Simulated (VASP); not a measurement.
**Ba3Bi2: single point with PBE**

Crystal: Ba3Bi2.

```xyz
5
Lattice="4.9999 0.0000 0.0000 0.0000 4.9999 0.0000 0.0000 0.0000 9.6610" Properties=species:S:1:pos:R:3 pbc="T T T"
Ba    0.0000    2.4999    3.4642
Ba    2.4999    0.0000    6.1968
Ba    2.4999    2.4999    0.0000
Bi    2.4999    0.0000    2.5506
Bi    0.0000    2.4999    7.1104
```

* Program: VASP 6.6.1
* Task: single point
* Functional: PBE
* Potentials or basis: VASP PAW PBE potentials, release 64 (Ba_sv, Bi_d)
* Cutoff: 520 eV
* k mesh: 4 × 4 × 2
* Occupations: gaussian, width 0.2 eV
* Spin: no spin polarisation

The pressure is 0.4 GPa, the largest force is 0.022 eV/Å and the band gap on the k mesh is zero (filled and empty bands touch).

Forces in eV/Å, atoms in the order of the input:
```
Ba   0.000  0.000  0.022
Ba   0.000  0.000 -0.022
Ba   0.000  0.000  0.000
Bi   0.000  0.000  0.001
Bi   0.000  0.000 -0.001
```

Stress tensor (GPa, compression positive):
```
0.44 0.00 0.00
0.00 0.44 0.00
0.00 0.00 0.21
```

Levels at points of the mesh, in eV from the Fermi level:
```
           k point  band 27  band 28  band 29  band 30  band 31  band 32  band 33  band 34
(0.00, 0.00, 0.00)    -0.77    -0.77    -0.06    -0.06    -0.05     0.16     0.62     1.58
(0.50, 0.00, 0.00)    -1.41    -1.27    -1.23    -0.92     0.64     0.81     1.36     1.85
(0.50, 0.50, 0.00)    -1.34    -1.34    -1.24    -1.24     0.48     0.55     1.35     1.35
(0.00, 0.00, 0.50)    -0.63    -0.63    -0.23    -0.23     0.32     0.75     1.03     1.60
(0.50, 0.00, 0.50)    -1.35    -1.26    -1.18    -0.94     0.84     0.99     1.64     1.85
(0.50, 0.50, 0.50)    -1.23    -1.23    -1.11    -1.10     0.70     0.70     1.08     1.08
```

Run time: 110 s on 1 thread of Intel(R) Xeon(R) 6975P-C (Granite Rapids), with other jobs on the host, peak memory 0.38 GiB.

Caveat: spin-orbit coupling is left out, which moves the levels of the heavy elements.
